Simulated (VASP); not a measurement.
# Ba3HfO (P6/mmm) in VASP: further runs

The runs below take Ba3HfO through single point, relaxation of cell and atoms, with PBE.

Everything below comes from runs of VASP 6.6.1. Logs are shortened: lines on timing, memory, paths and dates and some standing lists are left out, and cuts for length are marked.

**1. The cell of the first run**

Symmetry: P6/mmm, No. 191, hexagonal system. The conventional cell has a = 6.166 Å, b = 6.166 Å, c = 4.547 Å, α = 90.00°, β = 90.00°, γ = 120.00°. Ba (site symmetry mmm) has 4 Ba at 3.08 Å and 2 Hf at 3.08 Å and 4 O at 3.83 Å within 4.1 Å. Hf (site symmetry 6/mmm) has 2 O at 2.27 Å within 3.0 Å. O (site symmetry 6/mmm) has 2 Hf at 2.27 Å within 3.0 Å.

**2. Single point, PBE**

The input, INCAR:

```
SYSTEM = Ba3HfO
ALGO     = Normal         ! electronic algorithm
EDIFF    = 1E-7           ! SCF threshold, eV
ENCUT    = 520            ! plane-wave cutoff, eV
GGA      = PE             ! functional
ISIF     = 2              ! what is computed and relaxed
ISMEAR   = 0              ! smearing method
LASPH    = .True.         ! aspherical terms in the spheres
LCHARG   = .False.        ! write CHGCAR
LREAL    = .False.        ! projectors in reciprocal space
LWAVE    = .False.        ! write WAVECAR
NBANDS   = 31             ! bands
NELM     = 100            ! most SCF steps
PREC     = Accurate       ! precision mode
SIGMA    = 0.1            ! smearing width, eV
```

The input, KPOINTS:

```
k-points
0
Gamma
  3 3 4
  0 0 0
```

The input, POSCAR:

```
Ba3HfO
1.0
    6.1655908900      0.0000000000      0.0000000000
   -3.0827954400      5.3395583400      0.0000000000
    0.0000000000      0.0000000000      4.5465102200
Ba Hf O
3 1 1
Direct
    0.5000000000      0.0000000000      0.0000000000
    0.0000000000      0.5000000000      0.0000000000
    0.5000000000      0.5000000000      0.0000000000
    0.0000000000      0.0000000000      0.0000000000
    0.0000000000      0.0000000000      0.5000000000
```

Potentials or basis: VASP PAW PBE potentials, release 64 (Ba_sv, Hf_pv, O).

Started as:

```sh
$ cat potpaw_PBE.64/Ba_sv/POTCAR potpaw_PBE.64/Hf_pv/POTCAR potpaw_PBE.64/O/POTCAR > POTCAR
$ mpirun -np 1 vasp_std > vasp.out
```

OUTCAR:

```text
SYSTEM = Ba3HfO
   EDIFF = 1E-7
   ENCUT = 520
   GGA = PE
   ISIF = 2
   ISMEAR = 0
   LASPH = .True.
   LREAL = .False.
   NELM = 100
   PREC = Accurate

 ion  position               nearest neighbor table
   1  0.500  0.000  0.000-   3 3.08   3 3.08   4 3.08   4 3.08   2 3.08   2 3.08
   2  0.000  0.500  0.000-   4 3.08   4 3.08   3 3.08   3 3.08   1 3.08   1 3.08
   3  0.500  0.500  0.000-   1 3.08   1 3.08   2 3.08   2 3.08   4 3.08   4 3.08
   4  0.000  0.000  0.000-   5 2.27   5 2.27   2 3.08   2 3.08   1 3.08   1 3.08   3 3.08   3 3.08

   5  0.000  0.000  0.500-   4 2.27   4 2.27

  LATTYP: Found a hexagonal cell.
 ALAT       =     6.1655908900
 C/A-ratio  =     0.7374005673

  Lattice vectors:

 A1 = (   6.1655908900,   0.0000000000,   0.0000000000)
 A2 = (  -3.0827954400,   5.3395583400,   0.0000000000)
 A3 = (   0.0000000000,   0.0000000000,   4.5465102200)

Analysis of symmetry for initial positions (statically):
=====================================================================
 Subroutine PRICEL returns:
 Original cell was already a primitive cell.

 Routine SETGRP: Setting up the symmetry group for a
 hexagonal supercell.

 Subroutine GETGRP returns: Found 24 space group operations
 (whereof 24 operations were pure point group operations)
 out of a pool of 24 trial point group operations.

The static configuration has the point symmetry D_6h.

Analysis of symmetry for dynamics (positions and initial velocities):
=====================================================================
 Subroutine PRICEL returns:
 Original cell was already a primitive cell.

 Routine SETGRP: Setting up the symmetry group for a
 hexagonal supercell.

 Subroutine GETGRP returns: Found 24 space group operations
 (whereof 24 operations were pure point group operations)
 out of a pool of 24 trial point group operations.

The dynamic configuration has the point symmetry D_6h.

 Subroutine INISYM returns: Found 24 space group operations
 (whereof 24 operations are pure point group operations),
 and found     1 'primitive' translations

----------------------------------------------------------------------------------------

                                     Primitive cell

  volume of cell :     149.6781

  direct lattice vectors                    reciprocal lattice vectors
     6.165590890  0.000000000  0.000000000     0.162190456  0.093640703  0.000000000
    -3.082795440  5.339558340  0.000000000     0.000000000  0.187281407  0.000000000
     0.000000000  0.000000000  4.546510220     0.000000000  0.000000000  0.219948917

  length of vectors
     6.165590890  6.165590887  4.546510220     0.187281407  0.187281407  0.219948917

  position of ions in fractional coordinates (direct lattice)
     0.500000000  0.000000000  0.000000000
     0.000000000  0.500000000  0.000000000
     0.500000000  0.500000000  0.000000000
     0.000000000  0.000000000  0.000000000
     0.000000000  0.000000000  0.500000000

  ion indices of the primitive-cell ions
   primitive index   ion index
                 1           1
                 2           2
                 3           3
                 4           4
                 5           5

----------------------------------------------------------------------------------------

 KPOINTS: k-points

Automatic generation of k-mesh.
 Grid dimensions read from file:
 generate k-points for:    3    3    4

 Generating k-lattice:

  Cartesian coordinates                     Fractional coordinates (reciprocal lattice)
     0.054063485  0.031213568  0.000000000     0.333333333  0.000000000  0.000000000
     0.000000000  0.062427136  0.000000000     0.000000000  0.333333333  0.000000000
     0.000000000  0.000000000  0.054987229     0.000000000  0.000000000  0.250000000

  Length of vectors
     0.062427136  0.062427136  0.054987229

  Shift w.r.t. Gamma in fractional coordinates (k-lattice)
     0.000000000  0.000000000  0.000000000

 Subroutine IBZKPT returns following result:
 ===========================================

 Found      9 irreducible k-points:

 Following reciprocal coordinates:
            Coordinates               Weight
  0.000000  0.000000  0.000000      1.000000
  0.333333 -0.000000  0.000000      6.000000
  0.333333  0.333333  0.000000      2.000000
  0.000000  0.000000  0.250000      2.000000
  0.333333 -0.000000  0.250000     12.000000
  0.333333  0.333333  0.250000      4.000000
  0.000000  0.000000  0.500000      1.000000
  0.333333 -0.000000  0.500000      6.000000
  0.333333  0.333333  0.500000      2.000000
   k-points           NKPTS =      9   k-points in BZ     NKDIM =      9   number of bands    NBANDS=     31
   number of dos      NEDOS =    301   number of ions     NIONS =      5
   total plane-waves  NPLWV =  82944
   dimension x,y,z NGX =    48 NGY =   48 NGZ =   36
   dimension x,y,z NGXF=    96 NGYF=   96 NGZF=   72
   ions per type =               3   1   1
   NGX,Y,Z   is equivalent  to a cutoff of  12.94, 12.94, 13.16 a.u.
   NGXF,Y,Z  is equivalent  to a cutoff of  25.88, 25.88, 26.33 a.u.
 SYSTEM =  Ba3HfO
   PREC   = accura    normal or accurate (medium, high low for compatibility)
   ISTART =      0    job   : 0-new  1-cont  2-samecut
   ICHARG =      2    charge: 1-file 2-atom 10-const
   ISPIN  =      1    spin polarized calculation?
   LNONCOLLINEAR =      F non collinear calculations
   LSORBIT =      F    spin-orbit coupling
   LASPH  =      T    aspherical Exc in radial PAW
   ENCUT  =  520.0 eV  38.22 Ry    6.18 a.u.  11.46 11.46  8.45*2*pi/ulx,y,z
   NELM   =    100;   NELMIN=  2; NELMDL= -5     # of ELM steps
   EDIFF  = 0.1E-06   stopping-criterion for ELM
   LREAL  =      F    real-space projection
   EDIFFG = 0.1E-05   stopping-criterion for IOM
   NSW    =      0    number of steps for IOM
   IBRION =     -1    ionic relax: 0-MD 1-quasi-New 2-CG
   NFREE  =      0    steps in history (QN), initial steepest desc. (CG)
   ISIF   =      2    stress and relaxation
   ISYM   =      2    0-nonsym 1-usesym 2-fastsym
   POTIM  = 0.5000    time-step for ionic-motion
   TEBEG  =    0.0;   TEEND  =   0.0 temperature during run
   PSTRESS=    0.0 pullay stress
   NELECT =      46.0000    total number of electrons
   NUPDOWN=      -1.0000    fix difference up-down
   EMIN   =  10.00;   EMAX   =-10.00  energy-range for DOS
   EFERMI =   0.00;   METHOD = LEGACY
   ISMEAR =     0;   SIGMA  =   0.10  broadening in eV -4-tet -1-fermi 0-gaus
   EFERMI_NEDOS =   21; number of points for ismear=-14 and -15
   IALGO  =     38    algorithm
   IMIX   =      4    mixing-type and parameters
     AMIX     =   0.40;   BMIX     =  1.00
     AMIX_MAG =   1.60;   BMIX_MAG =  1.00
  volume/ion in A,a.u.               =      29.94       202.02
  Fermi-wavevector in a.u.,A,eV,Ry     =   1.104777  2.087726 16.606355  1.220533
  Thomas-Fermi vector in A             =   2.241255
   LORBIT       =      0    0 simple, 1 ext, 2 COOP (PROOUT), +10 PAW based schemes
   GGA     = PE    functional components
   LHFCALC =     F    Hartree Fock is set to
   AEXX    =    0.0000 exact exchange contribution
   IVDW    =     0    specifies the selected vdW correction
   LEPSILON=     F    determine dielectric tensor
   LRPA    =     F    only Hartree local field effects (RPA)
 non-spin polarized calculation
 Gauss-broadening in eV      SIGMA  =   0.10
  energy-cutoff  :      520.00
  volume of cell :      149.68
 maximum number of plane-waves:      4085
 NGX is ok and might be reduce to    48
   NGX = 23   NGY = 23   NGZ = 17

 number of electron      46.0000002 magnetization

 Free energy of the ion-electron system (eV)
  ---------------------------------------------------
  ext. energy  EPLUGINS =         0.00000000
  ---------------------------------------------------
  free energy    TOTEN  =       -16.55569333 eV

  energy without entropy =      -16.49019252  energy(sigma->0) =      -16.52294293

 E-fermi :   3.6239     XC(G=0):  -9.2301

 val. band max:        3.5530939475   @ k =   0.3333  -0.0000   0.0000
 cond. band min:       3.6551930393   @ k =   0.0000   0.0000   0.2500
 fundamental gap:      0.1020990917
 Fermi energy:         3.6238531735

 k-point     1 :       0.0000    0.0000    0.0000
  band No.  band energies     occupation
      1     -27.5282      2.00000
      2     -27.5282      2.00000
      3     -27.4753      2.00000
      4     -25.6190      2.00000
      5     -24.5468      2.00000
      6     -24.5468      2.00000
[... 23 lines left out ...]
     30       6.0047      0.00000
     31       6.0047      0.00000

 k-point     2 :       0.3333   -0.0000    0.0000
  band No.  band energies     occupation
      1     -27.5603      2.00000
      2     -27.5365      2.00000
      3     -27.4752      2.00000
      4     -25.3761      2.00000
      5     -24.7959      2.00000
      6     -24.5327      2.00000
[... 23 lines left out ...]
     30       5.7401      0.00000
     31       6.3340      0.00000

 k-point     3 :       0.3333    0.3333    0.0000
  band No.  band energies     occupation
      1     -27.5581      2.00000
      2     -27.5581      2.00000
      3     -27.4752      2.00000
      4     -25.0731      2.00000
      5     -25.0731      2.00000
      6     -24.5555      2.00000
[... 23 lines left out ...]
     30       5.3083      0.00000
     31       5.4521      0.00000

 k-point     4 :       0.0000    0.0000    0.2500
  band No.  band energies     occupation
      1     -27.5276      2.00000
      2     -27.5276      2.00000
      3     -27.4957      2.00000
      4     -25.6130      2.00000
      5     -24.5421      2.00000
      6     -24.5421      2.00000
[... 125 lines left out ...]
     30       7.4731      0.00000
     31       7.8551      0.00000

 k-point     8 :       0.3333   -0.0000    0.5000
  band No.  band energies     occupation
      1     -27.5589      2.00000
      2     -27.5354      2.00000
      3     -27.5158      2.00000
      4     -25.3648      2.00000
      5     -24.7857      2.00000
      6     -24.5233      2.00000
[... 23 lines left out ...]
     30       6.5948      0.00000
     31       6.9607      0.00000

 k-point     9 :       0.3333    0.3333    0.5000
  band No.  band energies     occupation
      1     -27.5568      2.00000
      2     -27.5568      2.00000
      3     -27.5158      2.00000
      4     -25.0625      2.00000
      5     -25.0625      2.00000
      6     -24.5458      2.00000
[... 23 lines left out ...]
     30       6.0067      0.00000
     31       6.3871      0.00000

------------------------ aborting loop because EDIFF is reached ----------------------------------------

  FORCE on cell =-STRESS in cart. coord.  units (eV):
  Direction    XX          YY          ZZ          XY          YZ          ZX
  --------------------------------------------------------------------------------------
  -------------------------------------------------------------------------------------
  Total       21.5457856     21.5457856    -13.8302952      0.0000000     -0.0000000      0.0000000
  in kB      230.6294184    230.6294184   -148.0416170      0.0000002     -0.0000000      0.0000000
  external PRESSURE =     104.4057399 kB  Pullay stress =       0.0000000 kB

 VOLUME and BASIS-vectors are now :
 -----------------------------------------------------------------------------
  energy-cutoff  :      520.00
  volume of cell :      149.68
      direct lattice vectors                 reciprocal lattice vectors
     6.165590890  0.000000000  0.000000000     0.162190456  0.093640703  0.000000000
    -3.082795440  5.339558340  0.000000000     0.000000000  0.187281407  0.000000000
     0.000000000  0.000000000  4.546510220     0.000000000  0.000000000  0.219948917

 POSITION                                       TOTAL-FORCE (eV/Angst)
 -----------------------------------------------------------------------------------
      3.08280      0.00000      0.00000         0.000000      0.000000      0.000000
     -1.54140      2.66978      0.00000         0.000000      0.000000      0.000000
      1.54140      2.66978      0.00000        -0.000000      0.000000      0.000000
      0.00000      0.00000      0.00000         0.000000      0.000000      0.000000
      0.00000      0.00000      2.27326         0.000000      0.000000      0.000000
 -----------------------------------------------------------------------------------
    total drift:                               -0.000000      0.000000      0.000000

  FREE ENERGIE OF THE ION-ELECTRON SYSTEM (eV)
  ---------------------------------------------------
  free  energy   TOTEN  =       -16.5556933321 eV

  energy  without entropy=      -16.4901925184  energy(sigma->0) =      -16.52294293
```

Wall time 46 s (1 thread of Intel Xeon Platinum 8488C (Sapphire Rapids), shared host); peak memory 0.29 GiB.

Results:

```
Free energy            : -16.5557 eV
Pressure               : 10.4 GPa
Band gap on the k mesh : zero (band 23 reaches 3.75 eV, above the bottom of band 24 at 2.71 eV)
```

Stress tensor (GPa, compression positive):
```
 23.06   0.00   0.00
  0.00  23.06   0.00
  0.00   0.00 -14.80
```

Levels at points of the mesh, in eV from the Fermi level:
```csv
k point,band 19,band 20,band 21,band 22,band 23,band 24,band 25,band 26,band 27,band 28
"(0.00, 0.00, 0.00)",-3.37,-3.37,-1.81,-1.81,-1.62,-0.67,-0.55,-0.55,-0.42,2.08
"(0.00, 0.00, 0.50)",-4.22,-3.18,-1.78,-1.72,-1.72,-0.73,0.38,0.38,1.40,2.43
```

Caveat: the k points lie up to 0.39 Å⁻¹ apart; spin-orbit coupling is left out, which moves the levels of the heavy elements.

**3. Single point, PBE**

This run uses another cell than the first one, of 44.69 Å³/atom, 1.493 times its volume.

The input, INCAR:

```
PREC     = Accurate       # precision mode
ENCUT    = 520            # plane-wave cutoff, eV
EDIFF    = 1E-6           # SCF threshold, eV
ISMEAR   = 0              # smearing method
SIGMA    = 0.1            # smearing width, eV
LREAL    = False          # projectors in reciprocal space
LASPH    = True           # aspherical terms in the spheres
NELM     = 80             # most SCF steps
ALGO     = Normal         # electronic algorithm
ISIF     = 2              # what is computed and relaxed
LWAVE    = False          # write WAVECAR
LCHARG   = False          # write CHGCAR
GGA      = PE             # functional
NBANDS   = 31             # bands
```

The input, KPOINTS:

```
regular mesh
0
Gamma
  3 3 4
```

Edit POSCAR of step 2 so:

```diff
@@ -2,5 +2,5 @@
 1.0
-    6.1655908900      0.0000000000      0.0000000000
-   -3.0827954400      5.3395583400      0.0000000000
-    0.0000000000      0.0000000000      4.5465102200
+    8.0366588235     -0.0000000038      0.0000000000
+   -4.0183294085      6.9599507046      0.0000000000
+    0.0000000000      0.0000000000      3.9951006658
 Ba Hf O
```

Potentials or basis: VASP PAW PBE potentials, release 64 (Ba_sv, Hf_pv, O).

Started as:

```sh
$ cat potpaw_PBE.64/Ba_sv/POTCAR potpaw_PBE.64/Hf_pv/POTCAR potpaw_PBE.64/O/POTCAR > POTCAR
$ mpirun -np 1 vasp_std > vasp.out
```

Wall time 74 s (1 thread of Intel Xeon Platinum 8488C (Sapphire Rapids), shared host); peak memory 0.34 GiB.

Results (log left out):

```
Free energy            : -22.7791 eV
Pressure               : -0.3 GPa
Band gap on the k mesh : zero (band 23 reaches 2.37 eV, above the bottom of band 24 at 1.74 eV)
```

Stress tensor (GPa, compression positive):
```
-0.20  0.00  0.00
 0.00 -0.20  0.00
 0.00  0.00 -0.43
```

Levels at points of the mesh, in eV from the Fermi level:
```tsv
k point	band 21	band 22	band 23	band 24	band 25	band 26
(0.00, 0.00, 0.00)	-1.52	-1.00	-1.00	-0.02	0.44	0.44
(0.00, 0.00, 0.50)	-1.09	-0.37	-0.27	-0.27	0.12	0.12
```

Caveat: the k points lie up to 0.39 Å⁻¹ apart; spin-orbit coupling is left out, which moves the levels of the heavy elements.

[end of part 1 of 2]
